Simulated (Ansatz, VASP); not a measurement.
**Two plane-wave programs on Fe**

```xyz
1
Lattice="-1.4135 1.4135 1.4135 1.4135 -1.4135 1.4135 1.4135 1.4135 -1.4135" Properties=species:S:1:pos:R:3 pbc="T T T"
Fe    0.0000    0.0000    0.0000
```

Alike in both runs: task single point; functional HF; k mesh 7 × 7 × 7; occupations fermi-dirac, width 0.05 eV; collinear spin.

```csv
,VASP,Ansatz
version,VASP 6.6.1,Ansatz 0.2.0
potentials or method,"VASP PAW PBE potentials, release 64 (Fe)",Ansatz PAW
plane-wave cutoff (eV),520,420
valence electrons in the cell,8,16
```

Ansatz gave:

- gap on the k mesh at the Fermi level (eV): none
- pressure (GPa): 52.8
- net moment per atom (μB): 2.51
- size of the moment on the site where the two differ most (μB): 3.23

Task: What did VASP give for the same quantities?

Result: gap on the k mesh at the Fermi level (eV): none; pressure (GPa): 54.4; net moment per atom (μB): 2.51; size of the moment on the site where the two differ most (μB): 2.64.

VASP's potentials were made for PBE, not for HF. Site moments also hang on the region over which each program counts them. A gap of «none» marks a metal or a gap that the smearing closes. Both programs put the cell under a high pressure, so it lies far from rest at this level. VASP's potentials hold 8 valence electrons a cell and Ansatz's 16, so a difference there can come from the potentials and not from the codes.

The k mesh is coarse, so the values compare programs but aren't converged. Noted on Ansatz's run: the magnetic or orbital state may not be the lowest; Pulay correction over one GPa.
